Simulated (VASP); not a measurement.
Au, 4 atoms in the cell. Symmetry: C2/m, No. 12, monoclinic system. Conventional cell: a = 4.799 Å, b = 3.218 Å, c = 2.837 Å, α = 90.00°, β = 120.61°, γ = 90.00°. Within 3.7 Å of Au (site symmetry 2/m) lie 12 Au at 2.84 to 3.22 Å. 

```yaml
Program: VASP 6.6.1
Task: single point
Functional: PBE
Potentials_or_basis: VASP PAW PBE potentials, release 64 (Au)
Cutoff: 520 eV
k_mesh: 7 × 7 × 15
Occupations: gaussian, width 0.1 eV
Spin: no spin polarisation
Dipole_correction: no
Further_INCAR_settings: ALGO = Fast; EDIFF = 1e-07; NBANDS = 30
```

Potentials or basis: VASP PAW PBE potentials, release 64 (Au).

Launch:

```console
$ cat potpaw_PBE.64/Au/POTCAR > POTCAR
$ mpirun -np 1 vasp_std > vasp.out
```

Hardware: 1 thread of Intel(R) Xeon(R) 6975P-C (Granite Rapids), with other jobs on the host.

Task: How long does it take, and how much memory?

Result: Wall time 3.2 min on 1 thread of Intel(R) Xeon(R) 6975P-C (Granite Rapids), on a shared host, peak memory 0.48 GiB. Counts: scf iterations 15, k points 212.
